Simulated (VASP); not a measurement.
**RbBr: relaxation of cell and atoms with PBE**

RbBr:

```
Rb Br
1.0
     4.19670    0.00000    0.00000
     0.00000    4.19670    0.00000
     0.00000    0.00000    4.19670
Rb Br
1 1
Direct
  0.00000 0.00000 0.00000
  0.50000 0.50000 0.50000
```

```yaml
Program: VASP 6.6.1
Task: relaxation of cell and atoms
Functional: PBE
Potentials_or_basis: VASP PAW PBE potentials, release 64 (Rb_sv, Br)
Cutoff: 600 eV
k_mesh: 6 × 6 × 6
Occupations: gaussian, width 0.01 eV
Spin: no spin polarisation
Target_pressure: 5 GPa
Dipole_correction: no
Further_INCAR_settings: ALGO = Normal; EDIFF = 1e-07; IBRION = 2; EDIFFG = -0.001; NSW = 80; ISIF = 3
```

The relaxed volume is 29.94 Å³/atom and the relaxed cell is a = 3.912 Å, b = 3.912 Å, c = 3.912 Å, α = 90.00°, β = 90.00°, γ = 90.00°. The space group after relaxing (to 0.1 Å) is Pm-3m (No. 221), the energy change on relaxing (the run minimises the enthalpy) is +89.6 meV/atom and the ionic steps are 5. The pressure after relaxing is 5.0 GPa and the band gap on the k mesh is 4.71 eV (least direct gap 4.86 eV).

Step by step:
```
step  energy change (eV)  largest force (eV/Å)  pressure (GPa)  volume (Å³)
   1              0.0000                0.0000            0.03        73.91
   2              0.1137                0.0000            3.68        62.31
   3              0.1736                0.0000            4.89        60.06
   4              0.1816                0.0000            5.05        59.80
   5              0.1791                0.0000            5.00        59.88
```

Final structure:
```xyz
2
Lattice="3.9123 0.0000 0.0000 0.0000 3.9123 0.0000 0.0000 0.0000 3.9123" Properties=species:S:1:pos:R:3 pbc="T T T"
Rb    0.0000    3.9123    3.9123
Br    1.9561    1.9561    1.9561
```

Levels at points of the mesh, in eV from the valence-band top:
| k point | band 4 | band 5 | band 6 | band 7 | band 8 | band 9 | band 10 | band 11 | band 12 |
| --- | --- | --- | --- | --- | --- | --- | --- | --- | --- |
| (0.00, 0.00, 0.00) | -8.87 | -8.87 | -0.15 | -0.15 | -0.15 | 4.71 | 5.34 | 5.34 | 10.35 |
| (0.50, 0.00, 0.00) | -8.78 | -8.78 | -2.18 | -0.32 | -0.32 | 6.88 | 7.92 | 8.56 | 8.69 |
| (0.50, 0.50, 0.00) | -9.38 | -8.73 | -1.23 | -1.23 | 0.00 | 5.34 | 6.35 | 8.05 | 8.05 |
| (0.50, 0.50, 0.50) | -9.21 | -9.21 | -1.78 | -1.78 | -1.78 | 8.83 | 8.83 | 8.83 | 10.19 |

Run time: 80 s on 1 thread of Intel(R) Xeon(R) Platinum 8259CL CPU @ 2.50GHz (Skylake/Cascade Lake) (shared host), peak memory 0.22 GiB.

Caveat: the cell is relaxed towards a set pressure, so the run minimises the enthalpy, not the energy; the volume moved by over 15 % at a fixed basis, so the end points are rough. A k mesh can miss the band edges.
